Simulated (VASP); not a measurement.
Runs of VASP 6.6.1 on BiO5. The structure is that of space group P6/mmm (No. 191), or close to it. The cells are those of the table. 

```tsv
cell	k mesh	gap on the mesh (eV)	pressure (GPa)	largest force (eV/Å)
a = 3.708, b = 3.708, c = 5.506 Å, angles 90.0, 90.0, 120.0°, 6 atoms	5 × 5 × 3	none	(a)	0.02
a = 3.632, b = 3.632, c = 8.992 Å, angles 90.0, 90.0, 120.0°, 6 atoms	5 × 5 × 2	none	0.4	(b)
a = 4.399, b = 4.399, c = 6.088 Å, angles 90.0, 90.0, 120.0°, 6 atoms	5 × 5 × 3	none	0.1	-
a = 3.634, b = 3.634, c = 9.023 Å, angles 90.0, 90.0, 120.0°, 6 atoms	5 × 5 × 3	none	0.2	0.10
```

Alike in all rows: task single point; level PBE; potentials or basis VASP PAW PBE potentials, release 64 (Bi_d, O); no spin polarisation; cutoff (eV) 600; smearing gaussian 0.2 eV.

Q: Estimate the missing entries.

A: (a) -0.1; (b) 0.16.

Caveats: some runs use coarse meshes; spin-orbit coupling is left out, which moves the levels of the heavy elements; an odd number of electrons without spin polarisation forces a metal; a magnetic or distorted state may lie lower.

A k mesh can miss the band edges, and the runs leave out spin-orbit coupling on Bi.

A gap of «none» marks levels without a gap at the run's occupations.
